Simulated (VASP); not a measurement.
# MgO in VASP: further runs, part 2 of 2

VASP 6.6.1. Earlier steps stand in the parts before.

## 3. Single point, LDA (atom 1 (Mg) moved by -0.416 Å along [1 1 0] and +0.000 Å along [0 0 1])

INCAR

```
SYSTEM = MgO
PREC = Accurate
ENCUT = 520
EDIFF = 1E-7
ISMEAR = 0
SIGMA = 0.05
LREAL = .False.
LASPH = .True.
NELM = 80
ALGO = Normal
ISIF = 2
LWAVE = .False.
LCHARG = .False.
GGA = CA
NBANDS = 26
```

KPOINTS

```
regular mesh
0
Gamma
  6 6 6
  0 0 0
```

POSCAR

```
MgO
1.0
    4.1607146133      0.0000000000      0.0000000000
    0.0000000000     -4.1607146133      0.0000000000
    0.0000000000      0.0000000000     -4.1607146133
Mg O
4 4
Direct
   -0.0706985334      1.0706985334      1.0000000000
    0.5000000000      0.5000000000      1.0000000000
    0.5000000000      1.0000000000      0.5000000000
    0.0000000000      0.5000000000      0.5000000000
    0.5000000000      0.0000000000      0.0000000000
    0.0000000000      0.5000000000      0.0000000000
    0.0000000000      0.0000000000      0.5000000000
    0.5000000000      0.5000000000      0.5000000000
```

Potentials or basis: VASP PAW LDA potentials, release 64 (Mg, O).

Launch:

```console
> cat potpaw_LDA.64/Mg/POTCAR potpaw_LDA.64/O/POTCAR > POTCAR
> mpirun -np 1 vasp_std > vasp.out
```

OUTCAR:

```text
SYSTEM = MgO
   PREC = Accurate
   ENCUT = 520
   EDIFF = 1E-7
   ISMEAR = 0
   LREAL = .False.
   LASPH = .True.
   NELM = 80
   ISIF = 2
   GGA = CA

 ion  position               nearest neighbor table
   1  0.929  0.071  0.000-   5 1.81   6 1.81   7 2.12   7 2.12   5 2.39   6 2.39   2 2.53   3 2.76
                             4 2.76   4 2.76   3 2.76   2 2.97   2 2.97   3 3.17   4 3.17   3 3.17
   2  0.500  0.500  0.000-   5 2.08   6 2.08   8 2.08   8 2.08   5 2.08   6 2.08   1 2.53   4 2.94
                             4 2.94   3 2.94   3 2.94   3 2.94   4 2.94   3 2.94   4 2.94   1 2.97
   3  0.500  0.000  0.500-   5 2.08   7 2.08   8 2.08   5 2.08   8 2.08   7 2.08   1 2.76   1 2.76
                             2 2.94   2 2.94   4 2.94   4 2.94   2 2.94   4 2.94   2 2.94   4 2.94
   4  0.000  0.500  0.500-   6 2.08   7 2.08   8 2.08   6 2.08   7 2.08   8 2.08   1 2.76   1 2.76
                             2 2.94   3 2.94   3 2.94   2 2.94   3 2.94   2 2.94   2 2.94   3 2.94
   5  0.500  0.000  0.000-   1 1.81   2 2.08   3 2.08   3 2.08   2 2.08   1 2.39
   6  0.000  0.500  0.000-   1 1.81   2 2.08   4 2.08   4 2.08   2 2.08   1 2.39
   7  0.000  0.000  0.500-   3 2.08   4 2.08   4 2.08   3 2.08   1 2.12   1 2.12
   8  0.500  0.500  0.500-   2 2.08   3 2.08   4 2.08   2 2.08   3 2.08   4 2.08

  LATTYP: Found a simple cubic cell.
 ALAT       =     4.1607146133

  Lattice vectors:

 A1 = (   4.1607146133,   0.0000000000,   0.0000000000)
 A2 = (   0.0000000000,  -4.1607146133,   0.0000000000)
 A3 = (   0.0000000000,   0.0000000000,  -4.1607146133)

Analysis of symmetry for initial positions (statically):
=====================================================================
 Subroutine PRICEL returns:
 Original cell was already a primitive cell.

 Routine SETGRP: Setting up the symmetry group for a
 simple cubic supercell.

 Subroutine GETGRP returns: Found  4 space group operations
 (whereof  4 operations were pure point group operations)
 out of a pool of 48 trial point group operations.

The static configuration has the point symmetry C_2v.

Analysis of symmetry for dynamics (positions and initial velocities):
=====================================================================
 Subroutine PRICEL returns:
 Original cell was already a primitive cell.

 Routine SETGRP: Setting up the symmetry group for a
 simple cubic supercell.

 Subroutine GETGRP returns: Found  4 space group operations
 (whereof  4 operations were pure point group operations)
 out of a pool of 48 trial point group operations.

The dynamic configuration has the point symmetry C_2v.

 Subroutine INISYM returns: Found  4 space group operations
 (whereof  4 operations are pure point group operations),
 and found     1 'primitive' translations

----------------------------------------------------------------------------------------

                                     Primitive cell

  volume of cell :      72.0284

  direct lattice vectors                    reciprocal lattice vectors
     4.160714613  0.000000000  0.000000000     0.240343329  0.000000000  0.000000000
     0.000000000 -4.160714613  0.000000000     0.000000000 -0.240343329  0.000000000
     0.000000000  0.000000000 -4.160714613     0.000000000  0.000000000 -0.240343329

  length of vectors
     4.160714613  4.160714613  4.160714613     0.240343329  0.240343329  0.240343329

  position of ions in fractional coordinates (direct lattice)
     0.929301467  0.070698533  0.000000000
     0.500000000  0.500000000  0.000000000
[... 72 lines left out ...]
   number of dos      NEDOS =    301   number of ions     NIONS =      8
   total plane-waves  NPLWV =  32768
   dimension x,y,z NGX =    32 NGY =   32 NGZ =   32
   dimension x,y,z NGXF=    64 NGYF=   64 NGZF=   64
   ions per type =               4   4
   NGX,Y,Z   is equivalent  to a cutoff of  12.79, 12.79, 12.79 a.u.
   NGXF,Y,Z  is equivalent  to a cutoff of  25.57, 25.57, 25.57 a.u.
 SYSTEM =  MgO
   PREC   = accura    normal or accurate (medium, high low for compatibility)
   ISTART =      0    job   : 0-new  1-cont  2-samecut
   ICHARG =      2    charge: 1-file 2-atom 10-const
   ISPIN  =      1    spin polarized calculation?
   LNONCOLLINEAR =      F non collinear calculations
   LSORBIT =      F    spin-orbit coupling
   LASPH  =      T    aspherical Exc in radial PAW
   ENCUT  =  520.0 eV  38.22 Ry    6.18 a.u.   7.74  7.74  7.74*2*pi/ulx,y,z
   NELM   =     80;   NELMIN=  2; NELMDL= -5     # of ELM steps
   EDIFF  = 0.1E-06   stopping-criterion for ELM
   LREAL  =      F    real-space projection
   EDIFFG = 0.1E-05   stopping-criterion for IOM
   NSW    =      0    number of steps for IOM
   IBRION =     -1    ionic relax: 0-MD 1-quasi-New 2-CG
   NFREE  =      0    steps in history (QN), initial steepest desc. (CG)
   ISIF   =      2    stress and relaxation
   ISYM   =      2    0-nonsym 1-usesym 2-fastsym
   POTIM  = 0.5000    time-step for ionic-motion
   TEBEG  =    0.0;   TEEND  =   0.0 temperature during run
   PSTRESS=    0.0 pullay stress
   NELECT =      32.0000    total number of electrons
   NUPDOWN=      -1.0000    fix difference up-down
   EMIN   =  10.00;   EMAX   =-10.00  energy-range for DOS
   EFERMI =   0.00;   METHOD = LEGACY
   ISMEAR =     0;   SIGMA  =   0.05  broadening in eV -4-tet -1-fermi 0-gaus
   EFERMI_NEDOS =   21; number of points for ismear=-14 and -15
   IALGO  =     38    algorithm
   IMIX   =      4    mixing-type and parameters
     AMIX     =   0.40;   BMIX     =  1.00
     AMIX_MAG =   1.60;   BMIX_MAG =  1.00
  volume/ion in A,a.u.               =       9.00        60.76
  Fermi-wavevector in a.u.,A,eV,Ry     =   1.249176  2.360600 21.231078  1.560440
  Thomas-Fermi vector in A             =   2.383228
   LORBIT       =      0    0 simple, 1 ext, 2 COOP (PROOUT), +10 PAW based schemes
   GGA     = CA    functional components
   LHFCALC =     F    Hartree Fock is set to
   AEXX    =    0.0000 exact exchange contribution
   IVDW    =     0    specifies the selected vdW correction
   LEPSILON=     F    determine dielectric tensor
   LRPA    =     F    only Hartree local field effects (RPA)
 non-spin polarized calculation
 Gauss-broadening in eV      SIGMA  =   0.05
  energy-cutoff  :      520.00
  volume of cell :       72.03
 maximum number of plane-waves:      1956
   NGX = 15   NGY = 15   NGZ = 15

 number of electron      32.0000014 magnetization

 Free energy of the ion-electron system (eV)
  ---------------------------------------------------
  ext. energy  EPLUGINS =         0.00000000
  ---------------------------------------------------
  free energy    TOTEN  =       -52.75862991 eV

  energy without entropy =      -52.75862991  energy(sigma->0) =      -52.75862991

 E-fermi :   3.3792     XC(G=0): -11.7502

 val. band max:        3.1326065356   @ k =   0.0000   0.0000   0.0000
 cond. band min:       8.1176298565   @ k =   0.0000   0.0000   0.0000
 fundamental gap:      4.9850233209
 Fermi energy:         3.3792495502

 k-point     1 :       0.0000    0.0000    0.0000
  band No.  band energies     occupation
      1     -14.0766      2.00000
      2     -12.4186      2.00000
      3     -12.3927      2.00000
      4     -12.2316      2.00000
      5      -1.1747      2.00000
      6      -1.1645      2.00000
[... 685 lines left out ...]
     25      16.3234      0.00000
     26      17.0972      0.00000

 [... further k-points ...]

------------------------ aborting loop because EDIFF is reached ----------------------------------------

  FORCE on cell =-STRESS in cart. coord.  units (eV):
  Direction    XX          YY          ZZ          XY          YZ          ZX
  --------------------------------------------------------------------------------------
  -------------------------------------------------------------------------------------
  Total        3.0812600      3.0812600     -0.6603872     -0.5454103      0.0000000      0.0000000
  in kB       68.5385876     68.5385876    -14.6894469    -12.1319364      0.0000000      0.0000000
  external PRESSURE =      40.7959094 kB  Pullay stress =       0.0000000 kB

 VOLUME and BASIS-vectors are now :
 -----------------------------------------------------------------------------
  energy-cutoff  :      520.00
  volume of cell :       72.03
      direct lattice vectors                 reciprocal lattice vectors
     4.160714613  0.000000000  0.000000000     0.240343329  0.000000000  0.000000000
     0.000000000 -4.160714613  0.000000000     0.000000000 -0.240343329  0.000000000
     0.000000000  0.000000000 -4.160714613     0.000000000  0.000000000 -0.240343329

 POSITION                                       TOTAL-FORCE (eV/Angst)
 -----------------------------------------------------------------------------------
      3.86656     -0.29416      0.00000         3.772246      3.772246      0.000000
      2.08036     -2.08036      0.00000        -0.991928     -0.991928      0.000000
      2.08036      0.00000     -2.08036        -0.771496      0.271481      0.000000
      0.00000     -2.08036     -2.08036         0.271481     -0.771496      0.000000
      2.08036      0.00000      0.00000        -1.714897     -0.192739      0.000000
      0.00000     -2.08036      0.00000        -0.192739     -1.714897      0.000000
      0.00000      0.00000     -2.08036        -0.470654     -0.470654      0.000000
      2.08036     -2.08036     -2.08036         0.097987      0.097987      0.000000
 -----------------------------------------------------------------------------------
    total drift:                                0.000286      0.000286     -0.000000

  FREE ENERGIE OF THE ION-ELECTRON SYSTEM (eV)
  ---------------------------------------------------
  free  energy   TOTEN  =       -52.7586299135 eV

  energy  without entropy=      -52.7586299135  energy(sigma->0) =      -52.75862991
```

Wall time 56 s (1 thread of Intel Xeon Platinum 8488C (Sapphire Rapids), shared host); peak memory 0.2 GiB.

What came out:

| Item | Value |
| --- | --- |
| Free energy | -52.7586 eV |
| Pressure | 4.1 GPa |
| Largest force | 5.335 eV/Å |
| Band gap on the k mesh | 4.99 eV, direct |

Forces in eV/Å, atoms in the order of the input:
```
Mg   3.772  3.772  0.000
Mg  -0.992 -0.992  0.000
Mg  -0.771  0.271  0.000
Mg   0.271 -0.771  0.000
O   -1.715 -0.193  0.000
O   -0.193 -1.715  0.000
O   -0.471 -0.471  0.000
O    0.098  0.098  0.000
```

Caveat: the cell differs from its parent crystal (atom 1 (Mg) moved by -0.416 Å along [1 1 0] and +0.000 Å along [0 0 1]); forces of over 1 eV/Å act on the atoms, so gaps and moduli don't describe the material at rest.

## 4. Single point, LDA (atom 1 (Mg) moved by -0.520 Å along [1 1 0] and -0.104 Å along [0 0 1])

INCAR, as its differences from that of step 3:

```diff
@@ -12,4 +12,5 @@
 LWAVE = .False.
-LCHARG = .False.
-GGA = CA
+LCHARG = .True.
+LELF = .True.
+LVHAR = .True.
 NBANDS = 26
```

KPOINTS

```
Automatic mesh
0
Gamma
  6 6 6
  0 0 0
```

POSCAR, as its differences from that of step 3:

```diff
@@ -8,3 +8,3 @@
 Direct
-   -0.0706985334      1.0706985334      1.0000000000
+   -0.0883731667      1.0883731667      1.0249957062
     0.5000000000      0.5000000000      1.0000000000
```

Potentials or basis: VASP PAW LDA potentials, release 64 (Mg, O).

Launch:

```console
> cat potpaw_LDA.64/Mg/POTCAR potpaw_LDA.64/O/POTCAR > POTCAR
> mpirun -np 1 vasp_std > vasp.out
```

OUTCAR:

```text
SYSTEM = MgO
   PREC = Accurate
   ENCUT = 520
   EDIFF = 1E-7
   ISMEAR = 0
   LREAL = .False.
   LASPH = .True.
   NELM = 80
   ISIF = 2

 ion  position               nearest neighbor table
   1  0.912  0.088  0.025-   5 1.75   6 1.75   7 2.04   7 2.25   2 2.42   5 2.48   6 2.48   4 2.64
                             3 2.64   3 2.80   4 2.80   2 2.99   2 2.99   4 3.17   3 3.17   3 3.30
   2  0.500  0.500  0.000-   5 2.08   6 2.08   8 2.08   8 2.08   5 2.08   6 2.08   1 2.42   4 2.94
                             4 2.94   3 2.94   3 2.94   3 2.94   4 2.94   3 2.94   4 2.94   1 2.99
   3  0.500  0.000  0.500-   5 2.08   7 2.08   8 2.08   5 2.08   8 2.08   7 2.08   1 2.64   1 2.80
[... 916 lines left out ...]
  external PRESSURE =      76.9596559 kB  Pullay stress =       0.0000000 kB

 VOLUME and BASIS-vectors are now :
 -----------------------------------------------------------------------------
  energy-cutoff  :      520.00
  volume of cell :       72.03
      direct lattice vectors                 reciprocal lattice vectors
     4.160714613  0.000000000  0.000000000     0.240343329  0.000000000  0.000000000
     0.000000000 -4.160714613  0.000000000     0.000000000 -0.240343329  0.000000000
     0.000000000  0.000000000 -4.160714613     0.000000000  0.000000000 -0.240343329

 POSITION                                       TOTAL-FORCE (eV/Angst)
 -----------------------------------------------------------------------------------
      3.79302     -0.36770     -0.10400         5.001821      5.001821      0.601861
      2.08036     -2.08036      0.00000        -1.372332     -1.372332      0.139763
      2.08036      0.00000     -2.08036        -0.968265      0.364412     -0.354767
      0.00000     -2.08036     -2.08036         0.364412     -0.968265     -0.354767
      2.08036      0.00000      0.00000        -2.563253     -0.029019      0.004919
      0.00000     -2.08036      0.00000        -0.029019     -2.563253      0.004919
      0.00000      0.00000     -2.08036        -0.572710     -0.572710     -0.096493
      2.08036     -2.08036     -2.08036         0.139345      0.139345      0.054566
 -----------------------------------------------------------------------------------
    total drift:                                0.000305      0.000305      0.000139

  FREE ENERGIE OF THE ION-ELECTRON SYSTEM (eV)
  ---------------------------------------------------
  free  energy   TOTEN  =       -52.0792445761 eV

  energy  without entropy=      -52.0792445761  energy(sigma->0) =      -52.07924458
```

OSZICAR:

```text
N       E                     dE             d eps       ncg     rms          rms(c)
DAV:   1     0.138122748908E+03    0.13812E+03   -0.15854E+04  3544   0.113E+03
DAV:   2    -0.499219416606E+02   -0.18804E+03   -0.17999E+03  4640   0.249E+02
DAV:   3    -0.588087537462E+02   -0.88868E+01   -0.88483E+01  4558   0.535E+01
DAV:   4    -0.588562035371E+02   -0.47450E-01   -0.47426E-01  4106   0.451E+00
DAV:   5    -0.588564052649E+02   -0.20173E-03   -0.20171E-03  4140   0.296E-01    0.146E+01
DAV:   6    -0.523457806704E+02    0.65106E+01   -0.20272E+01  3730   0.281E+01    0.441E+00
DAV:   7    -0.521879751104E+02    0.15781E+00   -0.35285E-01  3642   0.418E+00    0.267E+00
DAV:   8    -0.520821903092E+02    0.10578E+00   -0.14033E-01  4044   0.322E+00    0.478E-01
DAV:   9    -0.520793662550E+02    0.28241E-02   -0.10067E-02  4278   0.726E-01    0.149E-01
DAV:  10    -0.520792771682E+02    0.89087E-04   -0.14986E-03  4002   0.262E-01    0.647E-02
DAV:  11    -0.520792465064E+02    0.30662E-04   -0.16593E-04  4144   0.106E-01    0.168E-02
DAV:  12    -0.520792458384E+02    0.66803E-06   -0.29300E-05  3944   0.424E-02    0.112E-02
DAV:  13    -0.520792447423E+02    0.10961E-05   -0.36163E-06  4072   0.139E-02    0.369E-03
DAV:  14    -0.520792445788E+02    0.16355E-06   -0.54676E-07  4134   0.683E-03    0.941E-04
DAV:  15    -0.520792445761E+02    0.27098E-08   -0.16028E-07  1938   0.280E-03
   1 F= -.52079245E+02 E0= -.52079245E+02  d E =-.233363E-12
```

stdout:

```text
POSCAR found type information on POSCAR MgO
 POSCAR found :  2 types and       8 ions
 scaLAPACK will be used
 LDA part: xc-table for (Slater(with rela. corr.)+CA(PZ))
 , standard interpolation
 POSCAR, INCAR and KPOINTS ok, starting setup
 FFT: planning ... GRIDC
 FFT: planning ... GRID_SOFT
 FFT: planning ... GRID
 WAVECAR not read
 entering main loop
```

It took 84 s on 1 thread of Intel Xeon 6975P-C, shared host; peak memory 0.22 GiB.

What came out:

* Free energy: -52.0792 eV
* Pressure: 7.7 GPa
* Largest force: 7.099 eV/Å
* Band gap on the k mesh: 4.93 eV, direct

Forces in eV/Å, atoms in the order of the input:
```
Mg   5.002  5.002  0.602
Mg  -1.372 -1.372  0.140
Mg  -0.968  0.364 -0.355
Mg   0.364 -0.968 -0.355
O   -2.563 -0.029  0.005
O   -0.029 -2.563  0.005
O   -0.573 -0.573 -0.096
O    0.139  0.139  0.055
```

Caveat: the cell differs from its parent crystal (atom 1 (Mg) moved by -0.520 Å along [1 1 0] and -0.104 Å along [0 0 1]); forces of over 1 eV/Å act on the atoms, so gaps and moduli don't describe the material at rest.
